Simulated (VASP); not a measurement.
Here is a VASP 6.6.1 calculation.

File INCAR:

```
PREC = Accurate ; ENCUT = 520
EDIFF = 1E-6 ; ISMEAR = 0
SIGMA = 0.1 ; LREAL = False
LASPH = True ; NELM = 80
ALGO = Normal ; ISIF = 2
LWAVE = False ; LCHARG = False
GGA = PE ; NBANDS = 40
```

KPOINTS

```
regular mesh
0
Gamma
  6 6 6
```

File POSCAR:

```
Ge2Bi2S
1.0
   -1.9459530443      1.9459530443      8.0968137500
    1.9459530443     -1.9459530443      8.0968137500
    1.9459530443      1.9459530443     -8.0968137500
Ge Bi S
2 2 1
Direct
    0.7500000000      0.2500000000      0.5000000000
    0.2500000000      0.7500000000      0.5000000000
    0.3998613002      0.3998613002      0.0000000000
    0.6001386998      0.6001386998      0.0000000000
    0.0000000000      0.0000000000      0.0000000000
```

Potentials or basis: VASP PAW PBE potentials, release 64 (Ge_d, Bi_d, S).

The run is started by

```console
$ cat potpaw_PBE.64/Ge_d/POTCAR potpaw_PBE.64/Bi_d/POTCAR potpaw_PBE.64/S/POTCAR > POTCAR
$ mpirun -np 1 vasp_std > vasp.out
```

Q: What does it give for the pressure?

A: -0.1 GPa.

Q: What does it give for the largest force?

A: 0.006 eV/Å.

Forces on the atoms (eV/Å):
```
Ge   0.000  0.000  0.000
Ge   0.000  0.000  0.000
Bi   0.000  0.000 -0.006
Bi   0.000  0.000  0.006
S    0.000  0.000  0.000
```
